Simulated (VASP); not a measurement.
# V (Pm-3n) in VASP: a series of runs

V is run at these levels: PBEsol; tasks: single point, relaxation of cell and atoms.

Everything below comes from runs of VASP 6.6.1. Logs are shortened: lines on timing, memory, paths and dates and some standing lists are left out, and cuts for length are marked.

### Step 1. The cell of the first run

Symmetry: Pm-3n, No. 223, cubic system. The conventional cell has a = 4.736 Å, b = 4.736 Å, c = 4.736 Å, α = 90.00°, β = 90.00°, γ = 90.00°. Within 3.5 Å of V (site symmetry m-3) lie 12 V at 2.65 Å. Within 3.1 Å of V (site symmetry -4m2) lie 14 V at 2.37 to 2.90 Å.

### Step 2. Single point, PBEsol

File INCAR:

```
PREC = Accurate
ENCUT = 520
EDIFF = 1E-7
ISMEAR = 0
SIGMA = 0.1
LREAL = False
LASPH = True
NELM = 100
ALGO = Normal
ISIF = 2
LWAVE = False
LCHARG = False
GGA = PS
NBANDS = 62
```

File KPOINTS:

```
Automatic mesh
0
Gamma
  4 4 4
```

File POSCAR:

```
V
1.0
    4.7357238486      0.0000000000      0.0000000000
    0.0000000000      4.7357238486      0.0000000000
    0.0000000000      0.0000000000      4.7357238486
V
8
Direct
    0.5000000000      0.5000000000      0.5000000000
    0.0000000000      0.0000000000      0.0000000000
    0.2500000000      0.0000000000      0.5000000000
    0.5000000000      0.2500000000      0.0000000000
    0.5000000000      0.7500000000      0.0000000000
    0.7500000000      0.0000000000      0.5000000000
    0.0000000000      0.5000000000      0.7500000000
    0.0000000000      0.5000000000      0.2500000000
```

Potentials or basis: VASP PAW PBE potentials, release 64 (V_sv).

On the command line:

```bash
> cat potpaw_PBE.64/V_sv/POTCAR > POTCAR
> mpirun -np 1 vasp_std > vasp.out
```

OUTCAR:

```text
PREC = Accurate
   ENCUT = 520
   EDIFF = 1E-7
   ISMEAR = 0
   LREAL = False
   LASPH = True
   NELM = 100
   ISIF = 2
   GGA = PS

 ion  position               nearest neighbor table
   1  0.500  0.500  0.500-   3 2.65   4 2.65   5 2.65   6 2.65   7 2.65   8 2.65   4 2.65   5 2.65
                             3 2.65   6 2.65   7 2.65   8 2.65
   2  0.000  0.000  0.000-   3 2.65   4 2.65   5 2.65   6 2.65   7 2.65   8 2.65   3 2.65   6 2.65
                             7 2.65   8 2.65   4 2.65   5 2.65
   3  0.250  0.000  0.500-   6 2.37   6 2.37   1 2.65   2 2.65   1 2.65   2 2.65   8 2.90   5 2.90
                             4 2.90   5 2.90   4 2.90   7 2.90   8 2.90   7 2.90
   4  0.500  0.250  0.000-   5 2.37   5 2.37   1 2.65   1 2.65   2 2.65   2 2.65   8 2.90   3 2.90
                             3 2.90   6 2.90   6 2.90   7 2.90   7 2.90   8 2.90
   5  0.500  0.750  0.000-   4 2.37   4 2.37   1 2.65   1 2.65   2 2.65   2 2.65   8 2.90   3 2.90
                             3 2.90   6 2.90   6 2.90   7 2.90   7 2.90   8 2.90
   6  0.750  0.000  0.500-   3 2.37   3 2.37   1 2.65   2 2.65   1 2.65   2 2.65   8 2.90   4 2.90
                             4 2.90   5 2.90   5 2.90   7 2.90   8 2.90   7 2.90
   7  0.000  0.500  0.750-   8 2.37   8 2.37   1 2.65   2 2.65   2 2.65   1 2.65   3 2.90   4 2.90
                             5 2.90   3 2.90   6 2.90   6 2.90   4 2.90   5 2.90
   8  0.000  0.500  0.250-   7 2.37   7 2.37   1 2.65   2 2.65   2 2.65   1 2.65   3 2.90   4 2.90
                             5 2.90   3 2.90   6 2.90   6 2.90   4 2.90   5 2.90

  LATTYP: Found a simple cubic cell.
 ALAT       =     4.7357238486

  Lattice vectors:

 A1 = (   4.7357238486,   0.0000000000,   0.0000000000)
 A2 = (   0.0000000000,   4.7357238486,   0.0000000000)
 A3 = (   0.0000000000,   0.0000000000,   4.7357238486)

Analysis of symmetry for initial positions (statically):
=====================================================================
 Subroutine PRICEL returns:
 Original cell was already a primitive cell.

 Routine SETGRP: Setting up the symmetry group for a
 simple cubic supercell.

 Subroutine GETGRP returns: Found 48 space group operations
 (whereof 24 operations were pure point group operations)
 out of a pool of 48 trial point group operations.

The static configuration has the point symmetry T_h .
 The point group associated with its full space group is O_h .

Analysis of symmetry for dynamics (positions and initial velocities):
=====================================================================
 Subroutine PRICEL returns:
 Original cell was already a primitive cell.

 Routine SETGRP: Setting up the symmetry group for a
 simple cubic supercell.

 Subroutine GETGRP returns: Found 48 space group operations
 (whereof 24 operations were pure point group operations)
 out of a pool of 48 trial point group operations.

The dynamic configuration has the point symmetry T_h .
 The point group associated with its full space group is O_h .

 Subroutine INISYM returns: Found 48 space group operations
 (whereof 24 operations are pure point group operations),
 and found     1 'primitive' translations

----------------------------------------------------------------------------------------

                                     Primitive cell

  volume of cell :     106.2085

  direct lattice vectors                    reciprocal lattice vectors
     4.735723849  0.000000000  0.000000000     0.211160961  0.000000000  0.000000000
     0.000000000  4.735723849  0.000000000     0.000000000  0.211160961  0.000000000
     0.000000000  0.000000000  4.735723849     0.000000000  0.000000000  0.211160961

  length of vectors
     4.735723849  4.735723849  4.735723849     0.211160961  0.211160961  0.211160961

  position of ions in fractional coordinates (direct lattice)
     0.500000000  0.500000000  0.500000000
     0.000000000  0.000000000  0.000000000
     0.250000000  0.000000000  0.500000000
     0.500000000  0.250000000  0.000000000
     0.500000000  0.750000000  0.000000000
     0.750000000  0.000000000  0.500000000
     0.000000000  0.500000000  0.750000000
     0.000000000  0.500000000  0.250000000

  ion indices of the primitive-cell ions
   primitive index   ion index
                 1           1
                 2           2
                 3           3
                 4           4
                 5           5
                 6           6
                 7           7
                 8           8

----------------------------------------------------------------------------------------

 KPOINTS: Automatic mesh

Automatic generation of k-mesh.
 Grid dimensions read from file:
 generate k-points for:    4    4    4

 Generating k-lattice:

  Cartesian coordinates                     Fractional coordinates (reciprocal lattice)
     0.052790240  0.000000000  0.000000000     0.250000000  0.000000000  0.000000000
     0.000000000  0.052790240  0.000000000     0.000000000  0.250000000  0.000000000
     0.000000000  0.000000000  0.052790240     0.000000000  0.000000000  0.250000000

  Length of vectors
     0.052790240  0.052790240  0.052790240

  Shift w.r.t. Gamma in fractional coordinates (k-lattice)
     0.000000000  0.000000000  0.000000000

 Subroutine IBZKPT returns following result:
 ===========================================

 Found     10 irreducible k-points:

 Following reciprocal coordinates:
            Coordinates               Weight
  0.000000  0.000000  0.000000      1.000000
  0.250000  0.000000  0.000000      6.000000
  0.500000  0.000000  0.000000      3.000000
  0.250000  0.250000  0.000000     12.000000
  0.500000  0.250000  0.000000     12.000000
  0.500000  0.500000  0.000000      3.000000
  0.250000  0.250000  0.250000      8.000000
  0.500000  0.250000  0.250000     12.000000
  0.500000  0.500000  0.250000      6.000000
  0.500000  0.500000  0.500000      1.000000
   k-points           NKPTS =     10   k-points in BZ     NKDIM =     10   number of bands    NBANDS=     62
   number of dos      NEDOS =    301   number of ions     NIONS =      8
   total plane-waves  NPLWV =  46656
   dimension x,y,z NGX =    36 NGY =   36 NGZ =   36
   dimension x,y,z NGXF=    72 NGYF=   72 NGZF=   72
   ions per type =               8
   NGX,Y,Z   is equivalent  to a cutoff of  12.64, 12.64, 12.64 a.u.
   NGXF,Y,Z  is equivalent  to a cutoff of  25.28, 25.28, 25.28 a.u.
 SYSTEM =  unknown system
   PREC   = accura    normal or accurate (medium, high low for compatibility)
   ISTART =      0    job   : 0-new  1-cont  2-samecut
   ICHARG =      2    charge: 1-file 2-atom 10-const
   ISPIN  =      1    spin polarized calculation?
   LNONCOLLINEAR =      F non collinear calculations
   LSORBIT =      F    spin-orbit coupling
   LASPH  =      T    aspherical Exc in radial PAW
   ENCUT  =  520.0 eV  38.22 Ry    6.18 a.u.   8.81  8.81  8.81*2*pi/ulx,y,z
   NELM   =    100;   NELMIN=  2; NELMDL= -5     # of ELM steps
   EDIFF  = 0.1E-06   stopping-criterion for ELM
   LREAL  =      F    real-space projection
   EDIFFG = 0.1E-05   stopping-criterion for IOM
   NSW    =      0    number of steps for IOM
   IBRION =     -1    ionic relax: 0-MD 1-quasi-New 2-CG
   NFREE  =      0    steps in history (QN), initial steepest desc. (CG)
   ISIF   =      2    stress and relaxation
   ISYM   =      2    0-nonsym 1-usesym 2-fastsym
   POTIM  = 0.5000    time-step for ionic-motion
   TEBEG  =    0.0;   TEEND  =   0.0 temperature during run
   PSTRESS=    0.0 pullay stress
   NELECT =     104.0000    total number of electrons
   NUPDOWN=      -1.0000    fix difference up-down
   EMIN   =  10.00;   EMAX   =-10.00  energy-range for DOS
   EFERMI =   0.00;   METHOD = LEGACY
   ISMEAR =     0;   SIGMA  =   0.10  broadening in eV -4-tet -1-fermi 0-gaus
   EFERMI_NEDOS =   21; number of points for ismear=-14 and -15
   IALGO  =     38    algorithm
   IMIX   =      4    mixing-type and parameters
     AMIX     =   0.40;   BMIX     =  1.00
     AMIX_MAG =   1.60;   BMIX_MAG =  1.00
  volume/ion in A,a.u.               =      13.28        89.59
  Fermi-wavevector in a.u.,A,eV,Ry     =   1.625672  3.072074 35.957603  2.642809
  Thomas-Fermi vector in A             =   2.718757
   LORBIT       =      0    0 simple, 1 ext, 2 COOP (PROOUT), +10 PAW based schemes
   GGA     = PS    functional components
   LHFCALC =     F    Hartree Fock is set to
   AEXX    =    0.0000 exact exchange contribution
   IVDW    =     0    specifies the selected vdW correction
   LEPSILON=     F    determine dielectric tensor
   LRPA    =     F    only Hartree local field effects (RPA)
 non-spin polarized calculation
 Gauss-broadening in eV      SIGMA  =   0.10
  energy-cutoff  :      520.00
  volume of cell :      106.21
 maximum number of plane-waves:      2897
 NGX is ok and might be reduce to    36
   NGX = 17   NGY = 17   NGZ = 17

 number of electron     104.0000127 magnetization

 Free energy of the ion-electron system (eV)
  ---------------------------------------------------
  ext. energy  EPLUGINS =         0.00000000
  ---------------------------------------------------
  free energy    TOTEN  =       -76.64609830 eV

  energy without entropy =      -76.61299049  energy(sigma->0) =      -76.62954440

 E-fermi :   9.7264     XC(G=0): -13.1393

 val. band max:        9.6556886737   @ k =   0.5000   0.0000   0.0000
 cond. band min:       9.7311897134   @ k =   0.5000   0.5000   0.5000
 fundamental gap:      0.0755010397
 Fermi energy:         9.7263592546

 k-point     1 :       0.0000    0.0000    0.0000
  band No.  band energies     occupation
      1     -53.8500      2.00000
      2     -53.6967      2.00000
      3     -53.6967      2.00000
      4     -53.6795      2.00000
      5     -53.5965      2.00000
      6     -53.4940      2.00000
[... 54 lines left out ...]
     61      11.7654      0.00000
     62      11.7656      0.00000

 k-point     2 :       0.2500    0.0000    0.0000
  band No.  band energies     occupation
      1     -53.8251      2.00000
      2     -53.7133      2.00000
      3     -53.6762      2.00000
      4     -53.6751      2.00000
      5     -53.6028      2.00000
      6     -53.5226      2.00000
[... 519 lines left out ...]
      6     -53.6086      2.00000
[... 54 lines left out ...]
     61      11.5473      0.00000
     62      11.5473      0.00000

------------------------ aborting loop because EDIFF is reached ----------------------------------------

  FORCE on cell =-STRESS in cart. coord.  units (eV):
  Direction    XX          YY          ZZ          XY          YZ          ZX
  --------------------------------------------------------------------------------------
  -------------------------------------------------------------------------------------
  Total       -0.0391460     -0.0391460     -0.0391460      0.0000000      0.0000000      0.0000000
  in kB       -0.5905260     -0.5905260     -0.5905260      0.0000000      0.0000000      0.0000000
  external PRESSURE =      -0.5905260 kB  Pullay stress =       0.0000000 kB

 VOLUME and BASIS-vectors are now :
 -----------------------------------------------------------------------------
  energy-cutoff  :      520.00
  volume of cell :      106.21
      direct lattice vectors                 reciprocal lattice vectors
     4.735723849  0.000000000  0.000000000     0.211160961  0.000000000  0.000000000
     0.000000000  4.735723849  0.000000000     0.000000000  0.211160961  0.000000000
     0.000000000  0.000000000  4.735723849     0.000000000  0.000000000  0.211160961

 POSITION                                       TOTAL-FORCE (eV/Angst)
 -----------------------------------------------------------------------------------
      2.36786      2.36786      2.36786        -0.000000     -0.000000     -0.000000
      0.00000      0.00000      0.00000        -0.000000     -0.000000     -0.000000
      1.18393      0.00000      2.36786        -0.000000      0.000000      0.000000
      2.36786      1.18393      0.00000        -0.000000      0.000000      0.000000
      2.36786      3.55179      0.00000         0.000000     -0.000000     -0.000000
      3.55179      0.00000      2.36786         0.000000      0.000000      0.000000
      0.00000      2.36786      3.55179        -0.000000     -0.000000     -0.000000
      0.00000      2.36786      1.18393        -0.000000     -0.000000      0.000000
 -----------------------------------------------------------------------------------
    total drift:                                0.000000      0.000000     -0.000000

  FREE ENERGIE OF THE ION-ELECTRON SYSTEM (eV)
  ---------------------------------------------------
  free  energy   TOTEN  =       -76.6460983047 eV

  energy  without entropy=      -76.6129904875  energy(sigma->0) =      -76.62954440
```

It took 35 s on 1 thread of Intel Xeon 6975P-C (Granite Rapids), shared host; peak memory 0.22 GiB.

What came out:

| Item | Value |
| --- | --- |
| Free energy | -76.6461 eV |
| Pressure | -0.1 GPa |
| Band gap on the k mesh | zero (filled and empty bands touch) |

Levels at points of the mesh, in eV from the Fermi level:
| k point | band 48 | band 49 | band 50 | band 51 | band 52 | band 53 | band 54 | band 55 | band 56 | band 57 |
| --- | --- | --- | --- | --- | --- | --- | --- | --- | --- | --- |
| (0.00, 0.00, 0.00) | -0.61 | -0.61 | -0.60 | -0.60 | -0.60 | 0.01 | 0.01 | 0.61 | 0.61 | 0.61 |
| (0.50, 0.00, 0.00) | -0.75 | -0.07 | -0.07 | -0.07 | -0.07 | 0.26 | 0.26 | 0.36 | 0.36 | 1.41 |
| (0.50, 0.50, 0.00) | -0.63 | -0.43 | -0.42 | -0.42 | -0.12 | 0.15 | 0.53 | 0.53 | 1.13 | 1.13 |
| (0.50, 0.50, 0.50) | -0.61 | -0.61 | -0.61 | 0.00 | 0.00 | 0.00 | 0.00 | 0.00 | 0.00 | 1.82 |

Caveat: the PAW data sets were made with another functional, which shifts forces and pressure a little.

### Step 3. Relaxation of cell and atoms, PBEsol

This run uses another cell than the first one, of 14.06 Å³/atom, 1.059 times its volume.

File INCAR:

```
SYSTEM = V
ALGO     = Normal         ! electronic algorithm
EDIFF    = 1E-6           ! SCF threshold, eV
EDIFFG   = -0.04          ! ionic threshold
ENCUT    = 600            ! plane-wave cutoff, eV
GGA      = PS             ! functional
IBRION   = 2              ! ionic algorithm
ISIF     = 3              ! what is computed and relaxed
ISMEAR   = 0              ! smearing method
LASPH    = .True.         ! aspherical terms in the spheres
LCHARG   = .False.        ! write CHGCAR
LREAL    = .False.        ! projectors in reciprocal space
LWAVE    = .False.        ! write WAVECAR
NELM     = 100            ! most SCF steps
NSW      = 90             ! ionic steps
PREC     = Accurate       ! precision mode
SIGMA    = 0.1            ! smearing width, eV
```

File KPOINTS:

```
k-points
0
Gamma
  4 4 4
  0 0 0
```

Changes to POSCAR since step 2:

```diff
@@ -2,5 +2,5 @@
 1.0
-    4.7357238486      0.0000000000      0.0000000000
-    0.0000000000      4.7357238486      0.0000000000
-    0.0000000000      0.0000000000      4.7357238486
+    4.8270384112      0.0000000000      0.0000000000
+    0.0000000000      4.8270384112      0.0000000000
+    0.0000000000      0.0000000000      4.8270384112
 V
```

Potentials or basis: VASP PAW PBE potentials, release 64 (V_sv).

On the command line:

```bash
> cat potpaw_PBE.64/V_sv/POTCAR > POTCAR
> mpirun -np 1 vasp_std > vasp.out
```

It took 2.6 min on 1 thread of Intel Xeon 6975P-C (Granite Rapids), shared host; peak memory 0.27 GiB.

The run converged. Its results:

- Free energy: -76.6515 eV
- Relaxed volume: 13.28 Å³/atom
- Relaxed cell: a = 4.736 Å, b = 4.736 Å, c = 4.736 Å, α = 90.00°, β = 90.00°, γ = 90.00°
- Space group after relaxing (to 0.05 Å): Pm-3n (No. 223)
- Energy gained by relaxing: 26.7 meV/atom
- Ionic steps: 3
- Pressure after relaxing: -0.2 GPa
- Band gap on the k mesh: zero (filled and empty bands touch)

Step by step:
```
step  energy change (eV)  largest force (eV/Å)  pressure (GPa)  volume (Å³)
   1              0.0000                0.0000          -10.24       112.47
   2              0.1700                0.0000           17.07        98.47
   3             -0.2133                0.0000           -0.19       106.22
```

Final structure:
```cif
data_structure
_symmetry_space_group_name_H-M 'P 1'
_symmetry_Int_Tables_number 1
_cell_length_a 4.7360
_cell_length_b 4.7360
_cell_length_c 4.7360
_cell_angle_alpha 90.000
_cell_angle_beta 90.000
_cell_angle_gamma 90.000
_cell_volume 106.22
loop_
_atom_site_label
_atom_site_type_symbol
_atom_site_fract_x
_atom_site_fract_y
_atom_site_fract_z
_atom_site_occupancy
V1 V 0.50000 0.50000 0.50000 1
V2 V 0.00000 0.00000 0.00000 1
V3 V 0.25000 0.00000 0.50000 1
V4 V 0.50000 0.25000 0.00000 1
V5 V 0.50000 0.75000 0.00000 1
V6 V 0.75000 0.00000 0.50000 1
V7 V 0.00000 0.50000 0.75000 1
V8 V 0.00000 0.50000 0.25000 1
```

Levels at points of the mesh, in eV from the Fermi level:
```
           k point  band 50  band 51  band 52  band 53  band 54  band 55
(0.00, 0.00, 0.00)    -0.60    -0.60    -0.60     0.01     0.01     0.61
(0.50, 0.00, 0.00)    -0.07    -0.07    -0.07     0.26     0.26     0.36
(0.50, 0.50, 0.00)    -0.42    -0.42    -0.12     0.15     0.53     0.53
(0.50, 0.50, 0.50)    -0.61     0.00     0.00     0.00     0.00     0.00
```

Caveat: the PAW data sets were made with another functional, which shifts forces and pressure a little.

[end of part 1 of 2]
